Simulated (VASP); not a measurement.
# Ge3P2 (P-6m2) in VASP: further runs, part 2 of 2

VASP 6.6.1. The steps go on from the part before.

## 4. Relaxation of cell and atoms, PBE

The input, INCAR:

```
PREC = Accurate
ENCUT = 600
EDIFF = 1E-6
ISMEAR = 0
SIGMA = 0.02
LREAL = False
LASPH = True
NELM = 60
ALGO = Normal
ISIF = 3
LWAVE = False
LCHARG = False
GGA = PE
IBRION = 2
NSW = 100
EDIFFG = -0.01
```

The input, KPOINTS:

```
regular mesh
0
Gamma
  6 6 4
```

The input, POSCAR:

```
Ge3P2
1.0
    5.4969941150      0.0000000000      0.0000000000
   -2.7484970575      4.7605365480      0.0000000000
    0.0000000000      0.0000000000      7.6319068801
Ge P
3 2
Direct
    0.4896147017      0.9792294033      0.5000000000
    0.0207705967      0.5103852983      0.5000000000
    0.4896147017      0.5103852983      0.5000000000
    0.6666666667      0.3333333333      0.2751046914
    0.6666666667      0.3333333333      0.7248953086
```

Potentials or basis: VASP PAW PBE potentials, release 64 (Ge_d, P).

The run is started by

```sh
cat potpaw_PBE.64/Ge_d/POTCAR potpaw_PBE.64/P/POTCAR > POTCAR
mpirun -np 1 vasp_std > vasp.out
```

OUTCAR:

```text
PREC = Accurate
   ENCUT = 600
   EDIFF = 1E-6
   ISMEAR = 0
   LREAL = False
   LASPH = True
   NELM = 60
   ISIF = 3
   GGA = PE
   IBRION = 2
   NSW = 100
   EDIFFG = -0.01

 ion  position               nearest neighbor table
   1  0.490  0.979  0.500-   4 2.41   5 2.41   2 2.58   3 2.58   2 2.92   3 2.92
   2  0.021  0.510  0.500-   4 2.41   5 2.41   1 2.58   3 2.58   1 2.92   3 2.92
   3  0.490  0.510  0.500-   4 2.41   5 2.41   1 2.58   2 2.58   1 2.92   2 2.92
   4  0.667  0.333  0.275-   1 2.41   2 2.41   3 2.41
   5  0.667  0.333  0.725-   1 2.41   2 2.41   3 2.41

  LATTYP: Found a hexagonal cell.
 ALAT       =     5.4969941150
 C/A-ratio  =     1.3883782155

  Lattice vectors:

 A1 = (   5.4969941150,   0.0000000000,   0.0000000000)
 A2 = (  -2.7484970575,   4.7605365480,   0.0000000000)
 A3 = (   0.0000000000,   0.0000000000,   7.6319068801)

Analysis of symmetry for initial positions (statically):
=====================================================================
 Subroutine PRICEL returns:
 Original cell was already a primitive cell.

 Routine SETGRP: Setting up the symmetry group for a
 hexagonal supercell.

 Subroutine GETGRP returns: Found 12 space group operations
 (whereof 12 operations were pure point group operations)
 out of a pool of 24 trial point group operations.

The static configuration has the point symmetry D_3h.

Analysis of symmetry for dynamics (positions and initial velocities):
=====================================================================
 Subroutine PRICEL returns:
 Original cell was already a primitive cell.

 Routine SETGRP: Setting up the symmetry group for a
 hexagonal supercell.

 Subroutine GETGRP returns: Found 12 space group operations
 (whereof 12 operations were pure point group operations)
[... 122 lines left out ...]
   IMIX   =      4    mixing-type and parameters
     AMIX     =   0.40;   BMIX     =  1.00
     AMIX_MAG =   1.60;   BMIX_MAG =  1.00
  volume/ion in A,a.u.               =      39.94       269.55
  Fermi-wavevector in a.u.,A,eV,Ry     =   1.045373  1.975468 14.868505  1.092804
  Thomas-Fermi vector in A             =   2.180166
   LORBIT       =      0    0 simple, 1 ext, 2 COOP (PROOUT), +10 PAW based schemes
   GGA     = PE    functional components
   LHFCALC =     F    Hartree Fock is set to
   AEXX    =    0.0000 exact exchange contribution
   IVDW    =     0    specifies the selected vdW correction
   LEPSILON=     F    determine dielectric tensor
   LRPA    =     F    only Hartree local field effects (RPA)
 conjugate gradient relaxation of ions
 non-spin polarized calculation
 Gauss-broadening in eV      SIGMA  =   0.02
  energy-cutoff  :      600.00
  volume of cell :      199.72
 maximum number of plane-waves:      6699
 NGX is ok and might be reduce to    48
   NGX = 21   NGY = 21   NGZ = 31

--------------------------------------- Ionic step        1  -------------------------------------------

 number of electron      51.9999987 magnetization

 Free energy of the ion-electron system (eV)
  ---------------------------------------------------
  ext. energy  EPLUGINS =         0.00000000
  ---------------------------------------------------
  free energy    TOTEN  =       -22.53779378 eV

  energy without entropy =      -22.53779378  energy(sigma->0) =      -22.53779378

------------------------ aborting loop because EDIFF is reached ----------------------------------------

  FORCE on cell =-STRESS in cart. coord.  units (eV):
  Direction    XX          YY          ZZ          XY          YZ          ZX
  --------------------------------------------------------------------------------------
  -------------------------------------------------------------------------------------
  Total       -0.0615030     -0.0615030      0.0440735      0.0000000      0.0000000     -0.0000000
  in kB       -0.4933923     -0.4933923      0.3535688      0.0000000      0.0000000     -0.0000000
  external PRESSURE =      -0.2110719 kB  Pullay stress =       0.0000000 kB
[... 98 lines left out ...]
  FREE ENERGIE OF THE ION-ELECTRON SYSTEM (eV)
  ---------------------------------------------------
  free  energy   TOTEN  =       -22.5379153545 eV

  energy  without entropy=      -22.5379153545  energy(sigma->0) =      -22.53791535

[... ionic steps 4 to 34 ...]

--------------------------------------- Ionic step       35  -------------------------------------------

 number of electron      51.9999985 magnetization

------------------------ aborting loop because EDIFF is reached ----------------------------------------
[... 73 lines left out ...]
--------------------------------------- Ionic step       37  -------------------------------------------

 number of electron      51.9999985 magnetization

 Free energy of the ion-electron system (eV)
  ---------------------------------------------------
  ext. energy  EPLUGINS =         0.00000000
  ---------------------------------------------------
  free energy    TOTEN  =       -22.54121074 eV

  energy without entropy =      -22.54121074  energy(sigma->0) =      -22.54121074

 E-fermi :   0.3068     XC(G=0):  -6.3197

 val. band max:        0.1646038198   @ k =   0.3333   0.1667   0.5000
 cond. band min:       0.9129294322   @ k =   0.3333   0.3333   0.0000
 fundamental gap:      0.7483256125
 Fermi energy:         0.3067650315

 k-point     1 :       0.0000    0.0000    0.0000
  band No.  band energies     occupation
      1     -24.3834      2.00000
      2     -24.3398      2.00000
      3     -24.3398      2.00000
      4     -24.3159      2.00000
      5     -24.2529      2.00000
      6     -24.2453      2.00000
[... 735 lines left out ...]
  FREE ENERGIE OF THE ION-ELECTRON SYSTEM (eV)
  ---------------------------------------------------
  free  energy   TOTEN  =       -22.5412107406 eV

  energy  without entropy=      -22.5412107406  energy(sigma->0) =      -22.54121074

 reached required accuracy - stopping structural energy minimisation
```

CONTCAR:

```text
Ge3P2
   1.00000000000000
     5.4951821302526591    0.0000000000000000   -0.0000000000000000
    -2.7475910651263296    4.7589673231775764    0.0000000000000000
    -0.0000000000000000   -0.0000000000000000    7.9734178556281217
  Ge              P
     3     2
Direct
     0.4896610384613986    0.9793220768228026    0.5000000000000000
     0.0206779231771974    0.5103389615386016    0.5000000000000000
     0.4896610384613986    0.5103389615386016    0.5000000000000000
     0.6666666667000030    0.3333333332999970    0.2849675202160803
     0.6666666667000030    0.3333333332999970    0.7150324797839196

  0.00000000E+00  0.00000000E+00  0.00000000E+00
  0.00000000E+00  0.00000000E+00  0.00000000E+00
  0.00000000E+00  0.00000000E+00  0.00000000E+00
  0.00000000E+00  0.00000000E+00  0.00000000E+00
  0.00000000E+00  0.00000000E+00  0.00000000E+00
```

Run time: 23 min. Hardware: 1 thread of Intel Xeon 6975P-C (Granite Rapids), shared host; peak memory 0.49 GiB.

What came out:

```yaml
Free_energy: -22.5412 eV
Relaxed_volume: 41.70 Å³/atom
Relaxed_cell: a = 5.495 Å, b = 5.495 Å, c = 7.973 Å, α = 90.00°, β = 90.00°, γ = 120.00°
Space_group_after_relaxing_to_0.1_Å: P-6m2 (No. 187)
Energy_gained_by_relaxing: 0.7 meV/atom
Ionic_steps: 37
Pressure_after_relaxing: 0.0 GPa
Largest_force_after_relaxing: 0.008 eV/Å
Band_gap_on_the_k_mesh: 0.75 eV (least direct gap 0.92 eV)
```

Forces in eV/Å, atoms in the order of the input:
```
Ge   0.000 -0.008  0.000
Ge   0.007  0.004  0.000
Ge  -0.007  0.004  0.000
P    0.000  0.000 -0.005
P    0.000  0.000  0.005
```

The path:
| step | energy change (eV) | largest force (eV/Å) | pressure (GPa) | volume (Å³) |
| --- | --- | --- | --- | --- |
| 1 | 0.0000 | 0.0311 | -0.02 | 199.72 |
| 2 | -0.0001 | 0.0103 | 0.09 | 199.56 |
| 3 | -0.0001 | 0.0102 | 0.04 | 199.56 |
| 4 | -0.0002 | 0.0389 | 0.02 | 199.83 |
| 5 | -0.0002 | 0.0560 | 0.00 | 199.99 |
| 6 | -0.0003 | 0.0574 | -0.05 | 200.09 |
| 7 | -0.0003 | 0.0590 | -0.06 | 200.18 |
| 8 | -0.0004 | 0.0625 | -0.02 | 200.37 |
| 9 | -0.0006 | 0.0689 | -0.02 | 200.76 |
| 10 | -0.0009 | 0.0813 | -0.06 | 201.52 |
| 11 | -0.0012 | 0.1055 | -0.14 | 203.05 |
| 12 | -0.0014 | 0.0969 | -0.16 | 203.14 |
| 13 | -0.0018 | 0.0728 | -0.09 | 203.39 |
| 14 | -0.0024 | 0.0230 | 0.00 | 203.90 |
| 15 | -0.0022 | 0.0894 | 0.12 | 204.92 |
| 16 | -0.0025 | 0.0503 | 0.02 | 204.34 |
| 17 | -0.0025 | 0.0434 | 0.05 | 204.24 |
| 18 | -0.0025 | 0.0481 | 0.02 | 204.29 |
| 19 | -0.0025 | 0.0447 | 0.04 | 204.27 |
| 20 | -0.0026 | 0.0409 | 0.04 | 204.50 |
| 21 | -0.0029 | 0.0289 | 0.04 | 205.18 |
| 22 | -0.0032 | 0.0316 | 0.06 | 206.56 |
| 23 | -0.0032 | 0.0370 | 0.07 | 207.21 |
| 24 | -0.0033 | 0.0300 | -0.01 | 208.08 |
| 25 | -0.0033 | 0.0254 | 0.04 | 207.94 |
| 26 | -0.0033 | 0.0295 | 0.00 | 208.05 |
| 27 | -0.0034 | 0.0171 | -0.01 | 208.43 |
| 28 | -0.0034 | 0.0180 | -0.02 | 208.65 |
| 29 | -0.0034 | 0.0184 | -0.03 | 208.75 |
| 30 | -0.0034 | 0.0180 | -0.01 | 208.68 |
| 31 | -0.0034 | 0.0181 | -0.05 | 208.72 |
| 32 | -0.0034 | 0.0180 | -0.03 | 208.70 |
| 33 | -0.0034 | 0.0200 | 0.02 | 208.63 |
| 34 | -0.0034 | 0.0129 | -0.02 | 208.65 |
| 35 | -0.0034 | 0.0085 | 0.06 | 208.49 |
| 36 | -0.0034 | 0.0125 | -0.02 | 208.54 |
| 37 | -0.0034 | 0.0080 | 0.02 | 208.52 |

Final structure:
```
CELL_PARAMETERS angstrom
5.49518 0.00000 0.00000
-2.74759 4.75897 0.00000
0.00000 0.00000 7.97342
ATOMIC_POSITIONS crystal
Ge 0.48966 0.97932 0.50000
Ge 0.02068 0.51034 0.50000
Ge 0.48966 0.51034 0.50000
P 0.66667 0.33333 0.28497
P 0.66667 0.33333 0.71503
```

Caveat: this functional lacks dispersion, which binds the layers, so the pressure and a relaxed spacing across them are unreliable. A k mesh can miss the band edges.

## 5. Overview

| task | cell | cutoff (eV) | smearing | gap on the mesh (eV) | pressure (GPa) | largest force (eV/Å) |
| --- | --- | --- | --- | --- | --- | --- |
| single point | a = 5.497, b = 5.497, c = 7.632 Å, angles 90.0, 90.0, 120.0°, 5 atoms | 520 | gaussian 0.1 eV | 0.71 | 0.0 | 0.03 |
| single point | a = 5.496, b = 5.496, c = 7.951 Å, angles 90.0, 90.0, 120.0°, 5 atoms | 520 | gaussian 0.02 eV | 0.74 | -0.1 | 0.03 |
| relaxation of cell and atoms | relaxed from a = 5.497, b = 5.497, c = 7.632 Å, angles 90.0, 90.0, 120.0°, 5 atoms | 600 | gaussian 0.02 eV | 0.75 | 0.0 | 0.01 |

Alike in all rows: level PBE; potentials or basis VASP PAW PBE potentials, release 64 (Ge_d, P); no spin polarisation; k mesh 6 × 6 × 4.

Caveats: this functional lacks dispersion, which binds the layers, so the pressure and a relaxed spacing across them are unreliable.

Absolute energies hang on the potentials; compare differences alone.
